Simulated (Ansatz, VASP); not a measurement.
# Hf: VASP beside Ansatz

File INCAR:

```
SYSTEM = Hf
ALGO = Fast ; EDIFF = 1E-7
ENCUT = 520 ; GGA = PS
ISIF = 2 ; ISMEAR = 0
LASPH = .TRUE. ; LCHARG = .FALSE.
LREAL = .FALSE. ; LWAVE = .FALSE.
NBANDS = 11 ; NELM = 100
PREC = Accurate ; SIGMA = 0.15
```

The input KPOINTS:

```
k-points
0
G
  20 20 20
  0 0 0
```

The input POSCAR:

```
Hf
1.0
   -1.8558716195      1.8558716195      1.7074018899
    1.8558716195     -1.8558716195      1.7074018899
    1.8558716195      1.8558716195     -1.7074018899
Hf
1
Direct
    0.0000000000      0.0000000000      0.0000000000
```

Input for Ansatz:

```yaml
crystal:
  lattice:
    - [-1.8558716195, 1.8558716195, 1.7074018899]
    - [1.8558716195, -1.8558716195, 1.7074018899]
    - [1.8558716195, 1.8558716195, -1.7074018899]
  atoms:
    - { symbol: Hf, position: [0.0, 0.0, 0.0] }
basis:
  ecutwfc: 420
kpoints:
  mp_grid: { grid: [20, 20, 20] }
hamiltonian:
  xc: pbesol
scf:
  occupations: { method: gaussian, width: 0.15 }
output:
  forces: true
  stress: true
  eigenvalues: true
```

Alike in both runs: task single point; functional PBEsol; k mesh 20 × 20 × 20; occupations gaussian, width 0.15 eV; no spin polarisation.

```csv
,VASP,Ansatz
version,VASP 6.6.1,Ansatz 0.2.0
potentials or method,"VASP PAW PBE potentials, release 64 (Hf_pv), cutoff 520 eV","scalar-relativistic, plane waves, PAW"
valence electrons in the cell,10,26
```

VASP gave:

- gap on the k mesh at the Fermi level (eV): none
- pressure (GPa): -9.2
- traceless stress, the component that is largest in VASP (GPa): -2.52

Which values does Ansatz return?

gap on the k mesh at the Fermi level (eV): none; pressure (GPa): -8.8; traceless stress, the component that is largest in VASP (GPa): -2.49.

VASP's potentials were made for PBE, not for PBEsol. A gap of «none» marks a metal or a gap that the smearing closes. VASP's potentials hold 10 valence electrons a cell and Ansatz's 26, so a difference there can come from the potentials and not from the codes.

Neither program's run includes spin-orbit coupling.
